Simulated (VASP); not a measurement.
Set up this calculation in VASP 6.6.1, as the native input.

```yaml
Task: single point
Functional: r2SCAN
Potentials_or_basis: VASP PAW PBE potentials, release 64 (Mg, S)
Cutoff: 520 eV
k_mesh: 6 × 6 × 4
Occupations: gaussian, width 0.01 eV
Spin: no spin polarisation
Dipole_correction: no
Further_INCAR_settings: ALGO = Normal; EDIFF = 1e-07; NBANDS = 16
```

Crystal: MgS.

```
Mg S
1.0
     3.64543    0.00000    0.00000
    -1.82272    3.15704    0.00000
     0.00000    0.00000    6.14736
Mg S
2 2
Direct
  0.00000 0.00000 0.00000
  0.00000 0.00000 0.50000
  0.33333 0.66667 0.25000
  0.66667 0.33333 0.75000
```

The input as run:

POSCAR

```
MgS
1.0
    3.6454348056      0.0000000000      0.0000000000
   -1.8227174028      3.1570391495      0.0000000000
    0.0000000000      0.0000000000      6.1473560907
Mg S
2 2
Direct
    0.0000000000      0.0000000000      0.0000000000
    0.0000000000      0.0000000000      0.5000000000
    0.3333333333      0.6666666667      0.2500000000
    0.6666666667      0.3333333333      0.7500000000
```

INCAR.step1

```
SYSTEM = MgS
ALGO = Normal
EDIFF = 1E-4
ENCUT = 520
GGA = PE
ISMEAR = 0
LASPH = .TRUE.
LCHARG = .FALSE.
LREAL = .FALSE.
LWAVE = .TRUE.
NBANDS = 16
NELM = 100
PREC = Accurate
SIGMA = 0.01
```

INCAR.step2

```
SYSTEM = MgS
ALGO = Normal
EDIFF = 1E-7
ENCUT = 520
ISIF = 2
ISMEAR = 0
ISTART = 1
LASPH = .TRUE.
LCHARG = .FALSE.
LMIXTAU = .TRUE.
LREAL = .FALSE.
LWAVE = .FALSE.
METAGGA = R2SCAN
NBANDS = 16
NELM = 100
PREC = Accurate
SIGMA = 0.01
```

KPOINTS

```
k-points
0
G
  6 6 4
  0 0 0
```

Potentials or basis: VASP PAW PBE potentials, release 64 (Mg, S).

Run with:

```console
$ cat potpaw_PBE.64/Mg/POTCAR potpaw_PBE.64/S/POTCAR > POTCAR
$ cp INCAR.step1 INCAR
$ mpirun -np 1 vasp_std > vasp.out
$ cp INCAR.step2 INCAR
$ mpirun -np 1 vasp_std > vasp.out
```

It gave:

```json
{
  "Pressure": "-0.5 GPa",
  "Band gap on the k mesh": "4.05 eV, indirect (least direct gap 4.41 eV)"
}
```

Caveat: the PAW data sets were made with another functional, which shifts forces and pressure a little.

Run time: 62 s on 1 thread of Intel(R) Xeon(R) 6975P-C (Granite Rapids) (shared host), peak memory 0.19 GiB.
